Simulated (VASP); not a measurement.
A run of VASP 6.6.1 is set up as follows.

INCAR

```
PREC     = Accurate       # precision mode
ENCUT    = 520            # plane-wave cutoff, eV
EDIFF    = 1E-6           # SCF threshold, eV
ISMEAR   = -1             # smearing method
SIGMA    = 0.1            # smearing width, eV
LREAL    = False          # projectors in reciprocal space
LASPH    = True           # aspherical terms in the spheres
NELM     = 80             # most SCF steps
ALGO     = Normal         # electronic algorithm
ISIF     = 2              # what is computed and relaxed
LWAVE    = False          # write WAVECAR
LCHARG   = False          # write CHGCAR
GGA      = PE             # functional
NBANDS   = 13             # bands
```

KPOINTS

```
Automatic mesh
0
Gamma
  8 8 12
```

POSCAR

```
Si
1.0
    4.4743545956      0.0000000000      0.0000000000
   -2.2371772978      3.8749047453      0.0000000000
    0.0000000000      0.0000000000      2.5622252265
Si
3
Direct
    1.0000000000      0.0000000000      0.0000000000
    0.3333333333      0.6666666667      0.5000000000
    0.6666666667      0.3333333333      0.5000000000
```

Potentials or basis: VASP PAW PBE potentials, release 64 (Si).

Launch:

```bash
$ cat potpaw_PBE.64/Si/POTCAR > POTCAR
$ mpirun -np 1 vasp_std > vasp.out
```

Task: What does it give for the pressure?

Result: 0.0 GPa.

Task: Estimate the band gap on the k mesh.

Result: Zero (bands 6 and 7 overlap by 6.41 eV).
